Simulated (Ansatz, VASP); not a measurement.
**Two plane-wave programs on C**

```
C
1.0
     0.00000    1.77687    1.77687
     1.77687    0.00000    1.77687
     1.77687    1.77687    0.00000
C
2
Direct
  0.75000 0.75000 0.75000
  0.50000 0.50000 0.50000
```

Alike in both runs: functional PBEsol; k mesh 12 × 12 × 12; occupations gaussian, width 0.02 eV; no spin polarisation.

Ansatz relaxed the structure, and its values are those at the end. VASP's run is a single point on that final structure, the one shown.

|  | VASP | Ansatz |
| --- | --- | --- |
| version | VASP 6.6.1 | Ansatz 0.2.0 |
| potentials or method | VASP PAW PBE potentials, release 64 (C_h), cutoff 910 eV | scalar-relativistic, plane waves, PAW |
| valence electrons in the cell | 8 | 8 |

|  | VASP | Ansatz | Ansatz less VASP |
| --- | --- | --- | --- |
| gap on the k mesh at the Fermi level (eV) | 4.07 | 4.07 | 0.000 |
| least direct gap on the mesh (eV) | 5.58 | 5.57 | -0.005 |

VASP's potentials were made for PBE, not for PBEsol.

Noted on VASP's run: the cutoff is short for stress, so the pressure is rough.
